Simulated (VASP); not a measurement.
GaN: single point with PBE

The system is GaN.

```
CELL_PARAMETERS angstrom
5.11566 0.00000 0.00000
0.00000 5.11566 0.00000
0.00000 0.00000 2.79271
ATOMIC_POSITIONS crystal
Ga 0.66924 0.66924 0.50000
Ga 0.16924 0.83076 0.25000
Ga 0.33076 0.33076 0.00000
Ga 0.83076 0.16924 0.75000
N 0.83076 0.83076 0.00000
N 0.33076 0.66924 0.75000
N 0.16924 0.16924 0.50000
N 0.66924 0.33076 0.25000
```

The cell was built from a structure type or drawn by symmetry, and may not be a known phase.

```json
{
  "Program": "VASP 6.6.1",
  "Task": "single point",
  "Functional": "PBE",
  "Potentials or basis": "VASP PAW PBE potentials, release 64 (Ga_d, N)",
  "Cutoff": "520 eV",
  "k mesh": "4 × 4 × 6",
  "Occupations": "gaussian, width 0.1 eV",
  "Spin": "no spin polarisation"
}
```

The pressure is 69.1 GPa and the largest force is 0.304 eV/Å. The band gap on the k mesh is 2.80 eV (least direct gap 3.01 eV).

Forces in eV/Å, atoms in the order of the input:
```
Ga  -0.140 -0.140  0.000
Ga  -0.140  0.140  0.000
Ga   0.140  0.140  0.000
Ga   0.140 -0.140  0.000
N    0.215  0.215  0.000
N    0.215 -0.215  0.000
N   -0.215 -0.215  0.000
N   -0.215  0.215  0.000
```

Stress tensor (GPa, compression positive):
```
65.86  0.00  0.00
 0.00 65.86  0.00
 0.00  0.00 75.63
```

Levels at points of the mesh, in eV from the valence-band top:
```
           k point  band 32  band 33  band 34  band 35  band 36  band 37  band 38  band 39  band 40  band 41
(0.00, 0.00, 0.00)    -0.77    -0.71    -0.37    -0.37    -0.21     2.80     5.77     5.77     7.48     8.57
(0.50, 0.00, 0.00)    -1.58    -1.14    -1.14    -0.64    -0.64     4.73     4.73     6.35     6.35     8.02
(0.50, 0.50, 0.00)    -2.14    -1.00    -1.00    -0.81    -0.81     4.48     4.48     6.12     6.12     8.37
(0.00, 0.00, 0.50)    -3.33    -2.25    -2.25    -2.02    -2.02     3.19     3.19     6.07     6.07     7.79
(0.50, 0.00, 0.50)    -4.12    -1.69    -1.69    -1.04    -1.04     4.13     4.13     5.94     5.94     6.65
(0.50, 0.50, 0.50)    -3.31    -1.59    -1.59    -1.59    -1.59     4.96     4.96     4.96     4.96     7.25
```

Run time: 60 s on 1 thread of AMD EPYC 9R45 96-Core Processor (Zen 5), with other jobs on the host, peak memory 0.18 GiB.

Caveat: the cell stands under pressure. A k mesh can miss the band edges.
